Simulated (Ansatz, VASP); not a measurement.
Bi2TeSe2: VASP beside Ansatz

```
Bi Te Se
1.0
     2.16174    1.24808   11.36151
    -2.16174    1.24808   11.36151
     0.00000   -2.49617   11.36151
Bi Te Se
2 1 2
Cartesian
  0.0000 0.0000 20.7833
  0.0000 0.0000 13.3577
  0.0000 0.0000 7.2293
  0.0000 0.0000 0.1675
  0.0000 0.0000 26.6312
```

Alike in both runs: task single point; functional PBEsol; k mesh 12 × 12 × 12; occupations gaussian, width 0.05 eV; no spin polarisation.

|  | VASP | Ansatz |
| --- | --- | --- |
| version | VASP 6.6.1 | Ansatz 0.2.0 |
| potentials or method | VASP PAW PBE potentials, release 64 (Bi_d, Te, Se), cutoff 520 eV | scalar-relativistic, plane waves, PAW |
| valence electrons in the cell | 48 | 78 |

VASP gave:

| Item | Value |
| --- | --- |
| gap on the k mesh at the Fermi level (eV) | 0.61 |
| least direct gap on the mesh (eV) | 0.61 |
| pressure (GPa) | -7.3 |
| traceless stress, the component that is largest in VASP (GPa) | -3.23 |
| rms of the force components (eV/Å) | 0.926 |

Question: Which values does Ansatz return?

Answer: gap on the k mesh at the Fermi level (eV): 0.61; least direct gap on the mesh (eV): 0.61; pressure (GPa): -7.3; traceless stress, the component that is largest in VASP (GPa): -3.24; rms of the force components (eV/Å): 0.927.

VASP's potentials were made for PBE, not for PBEsol. Atom by atom the forces differ by 0.002 eV/Å (rms over components). The functional is the same, so the differences come from potentials, cutoffs and numerics. VASP's potentials hold 48 valence electrons a cell and Ansatz's 78, so a difference there can come from the potentials and not from the codes.

Spin-orbit coupling is off throughout.
